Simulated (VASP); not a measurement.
# Ir (Fm-3m) in VASP: notebook

The runs below take Ir through single point, with PBE.

All numbers are computed with VASP 6.6.1; they aren't measurements. Logs are shortened: lines on timing, memory, paths and dates and some standing lists are left out, and cuts for length are marked.

**1. The cell of the first run**

It takes space group Fm-3m (No. 225, cubic). The conventional cell has a = 3.973 Å, b = 3.973 Å, c = 3.973 Å, α = 90.00°, β = 90.00°, γ = 90.00°. Within 3.7 Å of Ir (site symmetry m-3m) lie 12 Ir at 2.81 Å.

**2. Single point, PBE (volume scaled by 1.08)**

Contents of INCAR:

```
PREC = Accurate ; ENCUT = 520
EDIFF = 1E-7 ; ISMEAR = -1
SIGMA = 0.1 ; LREAL = False
LASPH = True ; NELM = 100
ALGO = Normal ; ISIF = 2
LWAVE = False ; LCHARG = False
GGA = PE ; NBANDS = 10
```

Contents of KPOINTS:

```
regular mesh
0
Gamma
  23 23 23
```

Contents of POSCAR:

```
Ir
1.0
    0.0000000000      1.9863718761      1.9863718761
    1.9863718761      0.0000000000      1.9863718761
    1.9863718761      1.9863718761      0.0000000000
Ir
1
Direct
    0.0000000000      0.0000000000      0.0000000000
```

Potentials or basis: VASP PAW PBE potentials, release 64 (Ir).

Run with:

```sh
$ cat potpaw_PBE.64/Ir/POTCAR > POTCAR
$ mpirun -np 1 vasp_std > vasp.out
```

OUTCAR:

```text
PREC = Accurate
   ENCUT = 520
   EDIFF = 1E-7
   ISMEAR = -1
   LREAL = False
   LASPH = True
   NELM = 100
   ISIF = 2
   GGA = PE

 ion  position               nearest neighbor table
   1  0.000  0.000  0.000-

  LATTYP: Found a face centered cubic cell.
 ALAT       =     3.9727437522

  Lattice vectors:

 A1 = (   0.0000000000,   1.9863718761,   1.9863718761)
 A2 = (   1.9863718761,   0.0000000000,   1.9863718761)
 A3 = (   1.9863718761,   1.9863718761,   0.0000000000)

Analysis of symmetry for initial positions (statically):
=====================================================================
 Subroutine PRICEL returns:
 Original cell was already a primitive cell.

 Routine SETGRP: Setting up the symmetry group for a
 face centered cubic supercell.

 Subroutine GETGRP returns: Found 48 space group operations
 (whereof 48 operations were pure point group operations)
 out of a pool of 48 trial point group operations.

The static configuration has the point symmetry O_h .

Analysis of symmetry for dynamics (positions and initial velocities):
=====================================================================
 Subroutine PRICEL returns:
 Original cell was already a primitive cell.

 Routine SETGRP: Setting up the symmetry group for a
 face centered cubic supercell.

 Subroutine GETGRP returns: Found 48 space group operations
 (whereof 48 operations were pure point group operations)
 out of a pool of 48 trial point group operations.

The dynamic configuration has the point symmetry O_h .

 Subroutine INISYM returns: Found 48 space group operations
 (whereof 48 operations are pure point group operations),
 and found     1 'primitive' translations

----------------------------------------------------------------------------------------

                                     Primitive cell

  volume of cell :      15.6751

  direct lattice vectors                    reciprocal lattice vectors
     0.000000000  1.986371876  1.986371876    -0.251715203  0.251715203  0.251715203
     1.986371876  0.000000000  1.986371876     0.251715203 -0.251715203  0.251715203
     1.986371876  1.986371876  0.000000000     0.251715203  0.251715203 -0.251715203

  length of vectors
     2.809154047  2.809154047  2.809154047     0.435983521  0.435983521  0.435983521

  position of ions in fractional coordinates (direct lattice)
[... 73 lines left out ...]
   LSORBIT =      F    spin-orbit coupling
   LASPH  =      T    aspherical Exc in radial PAW
   ENCUT  =  520.0 eV  38.22 Ry    6.18 a.u.   5.22  5.22  5.22*2*pi/ulx,y,z
   NELM   =    100;   NELMIN=  2; NELMDL= -5     # of ELM steps
   EDIFF  = 0.1E-06   stopping-criterion for ELM
   LREAL  =      F    real-space projection
   EDIFFG = 0.1E-05   stopping-criterion for IOM
   NSW    =      0    number of steps for IOM
   IBRION =     -1    ionic relax: 0-MD 1-quasi-New 2-CG
   NFREE  =      0    steps in history (QN), initial steepest desc. (CG)
   ISIF   =      2    stress and relaxation
   ISYM   =      2    0-nonsym 1-usesym 2-fastsym
   POTIM  = 0.5000    time-step for ionic-motion
   TEBEG  =    0.0;   TEEND  =   0.0 temperature during run
   PSTRESS=    0.0 pullay stress
   NELECT =       9.0000    total number of electrons
   NUPDOWN=      -1.0000    fix difference up-down
   EMIN   =  10.00;   EMAX   =-10.00  energy-range for DOS
   EFERMI =   0.00;   METHOD = LEGACY
   ISMEAR =    -1;   SIGMA  =   0.10  broadening in eV -4-tet -1-fermi 0-gaus
   EFERMI_NEDOS =   21; number of points for ismear=-14 and -15
   IALGO  =     38    algorithm
   IMIX   =      4    mixing-type and parameters
     AMIX     =   0.40;   BMIX     =  1.00
     AMIX_MAG =   1.60;   BMIX_MAG =  1.00
  volume/ion in A,a.u.               =      15.68       105.78
  Fermi-wavevector in a.u.,A,eV,Ry     =   1.360667  2.571287 25.190017  1.851414
  Thomas-Fermi vector in A             =   2.487309
   LORBIT       =      0    0 simple, 1 ext, 2 COOP (PROOUT), +10 PAW based schemes
   GGA     = PE    functional components
   LHFCALC =     F    Hartree Fock is set to
   AEXX    =    0.0000 exact exchange contribution
   IVDW    =     0    specifies the selected vdW correction
   LEPSILON=     F    determine dielectric tensor
   LRPA    =     F    only Hartree local field effects (RPA)
 non-spin polarized calculation
  energy-cutoff  :      520.00
  volume of cell :       15.68
 maximum number of plane-waves:       444
 NGX is ok and might be reduce to    24
   NGX = 11   NGY = 11   NGZ = 11

 number of electron       8.9999999 magnetization

 Free energy of the ion-electron system (eV)
  ---------------------------------------------------
  ext. energy  EPLUGINS =         0.00000000
  ---------------------------------------------------
  free energy    TOTEN  =        -8.78302722 eV

  energy without entropy =       -8.74777396  energy(sigma->0) =       -8.76540059

 E-fermi :   8.6786     XC(G=0): -13.3835

 val. band max:        8.6647566198   @ k =  -0.3478   0.3043   0.0000
 cond. band min:       8.6842624879   @ k =  -0.3043   0.3478   0.0435
 fundamental gap:      0.0195058681
 Fermi energy:         8.6785775624

 k-point     1 :       0.0000    0.0000    0.0000
  band No.  band energies     occupation
      1      -1.3353      2.00000
      2       5.3927      2.00000
      3       5.3927      2.00000
      4       5.3927      2.00000
      5       7.6715      1.99992
      6       7.6715      1.99992
      7      23.1953      0.00000
      8      28.1807      0.00000
      9      28.1807      0.00000
     10      28.1807      0.00000
[... 287 lines left out ...]
 k-point    24 :      -0.4783    0.0435    0.0000
  band No.  band energies     occupation
      1       1.7038      2.00000
      2       5.2616      2.00000
      3       5.3664      2.00000
      4       7.8478      1.99951
      5       9.4100      0.00133
      6       9.8805      0.00001
      7      14.9752      0.00000
      8      22.8358      0.00000
      9      27.3605      0.00000
     10      27.5824      0.00000

 [... further k-points ...]
[... 5 lines left out ...]
  --------------------------------------------------------------------------------------
  -------------------------------------------------------------------------------------
  Total       -2.1245243     -2.1245243     -2.1245243      0.0000000     -0.0000000     -0.0000000
  in kB     -217.1503871   -217.1503871   -217.1503871      0.0000000     -0.0000000     -0.0000000
  external PRESSURE =    -217.1503871 kB  Pullay stress =       0.0000000 kB

 VOLUME and BASIS-vectors are now :
 -----------------------------------------------------------------------------
  energy-cutoff  :      520.00
  volume of cell :       15.68
      direct lattice vectors                 reciprocal lattice vectors
     0.000000000  1.986371876  1.986371876    -0.251715203  0.251715203  0.251715203
     1.986371876  0.000000000  1.986371876     0.251715203 -0.251715203  0.251715203
     1.986371876  1.986371876  0.000000000     0.251715203  0.251715203 -0.251715203

 POSITION                                       TOTAL-FORCE (eV/Angst)
 -----------------------------------------------------------------------------------
      0.00000      0.00000      0.00000        -0.000000      0.000000     -0.000000
 -----------------------------------------------------------------------------------
    total drift:                               -0.000000      0.000000     -0.000000

  FREE ENERGIE OF THE ION-ELECTRON SYSTEM (eV)
  ---------------------------------------------------
  free  energy   TOTEN  =        -8.7830272247 eV

  energy  without entropy=       -8.7477739624  energy(sigma->0) =       -8.76540059
```

OSZICAR:

```text
N       E                     dE             d eps       ncg     rms          rms(c)
DAV:   1     0.472146867928E+02    0.47215E+02   -0.42825E+03  7344   0.806E+02
DAV:   2    -0.843038063293E+01   -0.55645E+02   -0.52570E+02  7418   0.191E+02
DAV:   3    -0.937353225893E+01   -0.94315E+00   -0.93925E+00  8594   0.306E+01
DAV:   4    -0.938204549901E+01   -0.85132E-02   -0.85118E-02  8132   0.268E+00
DAV:   5    -0.938222513552E+01   -0.17964E-03   -0.17963E-03  8244   0.380E-01    0.115E+01
DAV:   6    -0.885929589086E+01    0.52293E+00   -0.11012E+00  8134   0.124E+01    0.441E+00
DAV:   7    -0.878828544118E+01    0.71010E-01   -0.25022E-01  8588   0.540E+00    0.154E+00
DAV:   8    -0.878509622352E+01    0.31892E-02   -0.20788E-03  7884   0.481E-01    0.951E-01
DAV:   9    -0.878301937319E+01    0.20769E-02   -0.13198E-03  8264   0.486E-01    0.159E-02
DAV:  10    -0.878302669511E+01   -0.73219E-05   -0.73526E-06  9362   0.236E-02    0.215E-02
DAV:  11    -0.878302724076E+01   -0.54566E-06   -0.63463E-07  7962   0.986E-03    0.496E-04
DAV:  12    -0.878302722469E+01    0.16076E-07   -0.72201E-09  4324   0.822E-04
   1 F= -.87830272E+01 E0= -.87654006E+01  d E =-.352533E-01
```

Run time: 61 s. Hardware: 1 thread of Intel Xeon 8259CL, shared host; peak memory 0.19 GiB.

Results:

| Quantity | Value |
| --- | --- |
| Free energy | -8.7830 eV |
| Pressure | -21.7 GPa |

Caveat: the cell differs from its parent crystal (volume scaled by 1.08); spin-orbit coupling is left out, which moves the levels of the heavy elements.

**3. Single point, PBE (volume scaled by 1.12)**

Contents of INCAR:

```
SYSTEM = Ir
PREC = Accurate
ENCUT = 520
EDIFF = 1E-7
ISMEAR = -1
SIGMA = 0.1
LREAL = .False.
LASPH = .True.
NELM = 80
ALGO = Normal
ISIF = 2
LWAVE = .False.
LCHARG = .False.
GGA = PE
NBANDS = 10
```

Contents of KPOINTS:

```
regular mesh
0
Gamma
  23 23 23
  0 0 0
```

Contents of POSCAR:

```
Ir
1.0
    0.0000000000      2.0105983110      2.0105983110
    2.0105983110      0.0000000000      2.0105983110
    2.0105983110      2.0105983110      0.0000000000
Ir
1
Direct
    0.0000000000      0.0000000000      0.0000000000
```

Potentials or basis: VASP PAW PBE potentials, release 64 (Ir).

Run with:

```sh
$ cat potpaw_PBE.64/Ir/POTCAR > POTCAR
$ mpirun -np 1 vasp_std > vasp.out
```

Wall time 62 s (1 thread of Intel Xeon 8259CL, shared host); peak memory 0.2 GiB.

Results (log left out):

| Property | Result |
| --- | --- |
| Free energy | -8.6905 eV |
| Pressure | -29.2 GPa |

Levels at points of the mesh, in eV from the Fermi level:
| k point | band 1 | band 2 | band 3 | band 4 | band 5 | band 6 | band 7 | band 8 | band 9 |
| --- | --- | --- | --- | --- | --- | --- | --- | --- | --- |
| (0.00, 0.00, 0.00) | -9.65 | -3.10 | -3.10 | -3.10 | -0.95 | -0.95 | 14.55 | 19.33 | 19.33 |

Caveat: the cell differs from its parent crystal (volume scaled by 1.12); spin-orbit coupling is left out, which moves the levels of the heavy elements.

**4. Single point, PBE, non-collinear spin, zero start, spin-orbit coupling**

This run uses another cell than the first one, of 14.51 Å³/atom, 0.926 times its volume.

Contents of INCAR:

```
PREC = Accurate ; ENCUT = 520
EDIFF = 1E-6 ; ISMEAR = -1
SIGMA = 0.1 ; LREAL = False
LASPH = True ; NELM = 150
ALGO = Normal ; ISIF = 2
LWAVE = False ; LCHARG = False
LNONCOLLINEAR = True ; MAGMOM = 0 0 0
LORBIT = 11 ; LSORBIT = True
GGA_COMPAT = False ; LORBMOM = True
LMAXMIX = 4 ; GGA = PE
NBANDS = 20
```

Contents of KPOINTS:

```
Automatic mesh
0
Gamma
  14 14 14
```

Contents of POSCAR:

```
Ir
1.0
    0.0000000000      1.9360622002      1.9360622002
    1.9360622002      0.0000000000      1.9360622002
    1.9360622002      1.9360622002      0.0000000000
Ir
1
Direct
    0.0000000000      0.0000000000      0.0000000000
```

Potentials or basis: VASP PAW PBE potentials, release 64 (Ir).

Run with:

```sh
$ cat potpaw_PBE.64/Ir/POTCAR > POTCAR
$ mpirun -np 1 vasp_ncl > vasp.out
```

OUTCAR:

```text
PREC = Accurate
   ENCUT = 520
   EDIFF = 1E-6
   ISMEAR = -1
   LREAL = False
   LASPH = True
   NELM = 150
   ISIF = 2
   LNONCOLLINEAR = True
   LORBIT = 11
   LSORBIT = True
   GGA = PE

 ion  position               nearest neighbor table
   1  0.000  0.000  0.000-

  LATTYP: Found a face centered cubic cell.
 ALAT       =     3.8721244004

  Lattice vectors:

 A1 = (   0.0000000000,   1.9360622002,   1.9360622002)
 A2 = (   1.9360622002,   0.0000000000,   1.9360622002)
 A3 = (   1.9360622002,   1.9360622002,   0.0000000000)

Analysis of symmetry for initial positions (statically):
=====================================================================
 Subroutine PRICEL returns:
 Original cell was already a primitive cell.

 Routine SETGRP: Setting up the symmetry group for a
 face centered cubic supercell.

 Subroutine GETGRP returns: Found 48 space group operations
 (whereof 48 operations were pure point group operations)
 out of a pool of 48 trial point group operations.

The static configuration has the point symmetry O_h .

Analysis of symmetry for dynamics (positions and initial velocities):
=====================================================================
 Subroutine PRICEL returns:
 Original cell was already a primitive cell.

 Routine SETGRP: Setting up the symmetry group for a
 face centered cubic supercell.

 Subroutine GETGRP returns: Found 48 space group operations
 (whereof 48 operations were pure point group operations)
 out of a pool of 48 trial point group operations.

The dynamic configuration has the point symmetry O_h .

Analysis of structural, dynamic, and magnetic symmetry:
=====================================================================
 Subroutine PRICEL returns:
 Original cell was already a primitive cell.
[... 722 lines left out ...]
  -------------------------------------------------------------------------------------
  Total        0.1452761      0.1452761      0.1452761      0.0000000     -0.0000000      0.0000000
  in kB       16.0367711     16.0367711     16.0367711      0.0000000     -0.0000000      0.0000000
  external PRESSURE =      16.0367711 kB  Pullay stress =       0.0000000 kB

 VOLUME and BASIS-vectors are now :
 -----------------------------------------------------------------------------
  energy-cutoff  :      520.00
  volume of cell :       14.51
      direct lattice vectors                 reciprocal lattice vectors
     0.000000000  1.936062200  1.936062200    -0.258256166  0.258256166  0.258256166
     1.936062200  0.000000000  1.936062200     0.258256166 -0.258256166  0.258256166
     1.936062200  1.936062200  0.000000000     0.258256166  0.258256166 -0.258256166

 POSITION                                       TOTAL-FORCE (eV/Angst)
 -----------------------------------------------------------------------------------
      0.00000      0.00000      0.00000         0.000000      0.000000      0.000000
 -----------------------------------------------------------------------------------
    total drift:                                0.000000     -0.000000      0.000000

  FREE ENERGIE OF THE ION-ELECTRON SYSTEM (eV)
  ---------------------------------------------------
  free  energy   TOTEN  =        -9.2516755552 eV

  energy  without entropy=       -9.2168828855  energy(sigma->0) =       -9.23427922

 orbital moment (x)

 # of ion     p       d       tot
 ----------------------------------------
  1         0.000   0.000   0.000
 ----------------------------------------
            0.000   0.000   0.000

 orbital moment (y)

 # of ion     p       d       tot
 ----------------------------------------
  1         0.000   0.000   0.000
 ----------------------------------------
            0.000   0.000   0.000

 orbital moment (z)

 # of ion     p       d       tot
 ----------------------------------------
  1         0.000   0.000   0.000
 ----------------------------------------
            0.000   0.000   0.000

 Spin-Orbit-Coupling matrix elements

 Ion:    1  E_soc:     -0.7832438
 l=   1
     0.0000000    -0.0377280    -0.0377280
    -0.0377280     0.0000000    -0.0377280
    -0.0377280    -0.0377280     0.0000000
 l=   2
     0.0000000    -0.0158764     0.0000000    -0.0158764    -0.0769362
    -0.0158764     0.0000000    -0.0577021    -0.0158764    -0.0192340
     0.0000000    -0.0577021     0.0000000    -0.0577021     0.0000000
    -0.0158764    -0.0158764    -0.0577021     0.0000000    -0.0192340
    -0.0769362    -0.0192340     0.0000000    -0.0192340     0.0000000
 l=   3
     0.0000000     0.0000000     0.0000000     0.0000000     0.0000000     0.0000000     0.0000000
     0.0000000     0.0000000     0.0000000     0.0000000     0.0000000     0.0000000     0.0000000
     0.0000000     0.0000000     0.0000000     0.0000000     0.0000000     0.0000000     0.0000000
     0.0000000     0.0000000     0.0000000     0.0000000     0.0000000     0.0000000     0.0000000
     0.0000000     0.0000000     0.0000000     0.0000000     0.0000000     0.0000000     0.0000000
     0.0000000     0.0000000     0.0000000     0.0000000     0.0000000     0.0000000     0.0000000
     0.0000000     0.0000000     0.0000000     0.0000000     0.0000000     0.0000000     0.0000000

 total charge

# of ion       s       p       d       tot
------------------------------------------
    1        0.660   0.721   6.936   8.317

 magnetization (x)

# of ion       s       p       d       tot
------------------------------------------
    1        0.000  -0.000  -0.000  -0.000

 magnetization (y)

# of ion       s       p       d       tot
------------------------------------------
    1       -0.000  -0.000  -0.000  -0.000

 magnetization (z)

# of ion       s       p       d       tot
------------------------------------------
    1        0.000   0.000   0.000   0.000
```

OSZICAR:

```text
N       E                     dE             d eps       ncg     rms          rms(c)
DAV:   1     0.737389556304E+02    0.73739E+02   -0.39653E+03  4176   0.891E+02
DAV:   2    -0.768059956440E+01   -0.81420E+02   -0.71627E+02  4292   0.259E+02
DAV:   3    -0.977442058696E+01   -0.20938E+01   -0.20635E+01  4984   0.495E+01
DAV:   4    -0.980173525618E+01   -0.27315E-01   -0.27297E-01  4752   0.476E+00
DAV:   5    -0.980251833102E+01   -0.78307E-03   -0.78305E-03  4960   0.841E-01    0.163E+01
DAV:   6    -0.934176562089E+01    0.46075E+00   -0.42689E-01  4812   0.111E+01    0.775E+00
DAV:   7    -0.925808725695E+01    0.83678E-01   -0.12884E-01  5528   0.556E+00    0.357E+00
DAV:   8    -0.925463907576E+01    0.34482E-02   -0.32162E-03  4472   0.577E-01    0.143E+00
DAV:   9    -0.925190449763E+01    0.27346E-02   -0.42716E-03  4748   0.984E-01    0.455E-01
DAV:  10    -0.925167109410E+01    0.23340E-03   -0.18029E-04  4772   0.207E-01    0.146E-02
DAV:  11    -0.925167354624E+01   -0.24521E-05   -0.11575E-06  5060   0.901E-03    0.879E-03
DAV:  12    -0.925167557324E+01   -0.20270E-05   -0.45791E-07  3728   0.666E-03    0.160E-03
DAV:  13    -0.925167555521E+01    0.18031E-07   -0.34337E-08  2200   0.217E-03
   1 F= -.92516756E+01 E0= -.92342792E+01  d E =-.347927E-01  mag=     0.0000    -0.0000    -0.0000
```

It took 91 s on 1 thread of Intel Xeon 8259CL, shared host; peak memory 0.19 GiB.

What came out:

- Free energy: -9.2517 eV
- Pressure: 1.6 GPa
- Net moment: 0.00 μB per cell
- Valence electrons inside the program's atomic spheres: Ir 8.32

Moments on the atoms (μB; x, y, z):
```
Ir  0.00 0.00 0.00
```

**5. The runs side by side**

| spin | cell | k mesh | gap on the mesh (eV) | pressure (GPa) |
| --- | --- | --- | --- | --- |
| off | a = 2.809 Å, angles 60.0°, 1 atom | 23 × 23 × 23 | none | -21.7 |
| off | a = 2.843 Å, angles 60.0°, 1 atom | 23 × 23 × 23 | none | -29.2 |
| non-collinear, zero start, SOC | a = 2.738 Å, angles 60.0°, 1 atom | 14 × 14 × 14 | - | 1.6 |

Alike in all rows: task single point; level PBE; potentials or basis VASP PAW PBE potentials, release 64 (Ir); cutoff (eV) 520; smearing fermi-dirac 0.1 eV.

Caveats: spin-orbit coupling is left out, which moves the levels of the heavy elements (some runs).

Total energies depend on the potentials used, so only differences within one code and one set of settings carry meaning.
